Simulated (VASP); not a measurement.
Here is a VASP 6.6.1 calculation.

File INCAR:

```
  PREC = Accurate
  ENCUT = 520
  EDIFF = 1E-8
  ISMEAR = -1
  SIGMA = 0.05
  LREAL = False
  LASPH = True
  NELM = 60
  ALGO = Normal
  ISIF = 2
  LWAVE = False
  LCHARG = False
  GGA = PE
  LEFG = True
  NBANDS = 16
```

Contents of KPOINTS:

```
regular mesh
0
Gamma
  8 8 8
```

POSCAR

```
Te
1.0
    4.2103880000     -2.3288590000      0.0186290000
    4.2578120000      2.4135410000      0.0660530000
   -0.0908765000      0.0382690000      3.9560455000
Te
3
Direct
    0.6760000000      0.6760000000      0.6750000000
    0.3240000000      0.3240000000      0.3250000000
    0.0000000000      0.0000000000      0.0000000000
```

Potentials or basis: VASP PAW PBE potentials, release 64 (Te).

Launch:

```sh
$ cat potpaw_PBE.64/Te/POTCAR > POTCAR
$ mpirun -np 1 vasp_std > vasp.out
```

**Question.** Predict the band gap on the k mesh.

**Answer.** Zero (bands 9 and 10 overlap by 3.50 eV).

**Question.** Predict the largest force.

**Answer.** 0.468 eV/Å.

**Question.** Estimate the pressure.

**Answer.** 9.4 GPa.

Forces in eV/Å, atoms in the order of the input:
```
Te  -0.432  0.002 -0.181
Te   0.432 -0.002  0.181
Te   0.000  0.000  0.000
```

Caveat: the cell differs from its parent crystal (equal xy, yz and zx shear strains of +2 %); the cell stands under pressure; without QUAD_EFG the Cq values of the log hold for a quadrupole moment of 1 mb, not for the nuclei; spin-orbit coupling is left out, which moves the levels of the heavy elements.
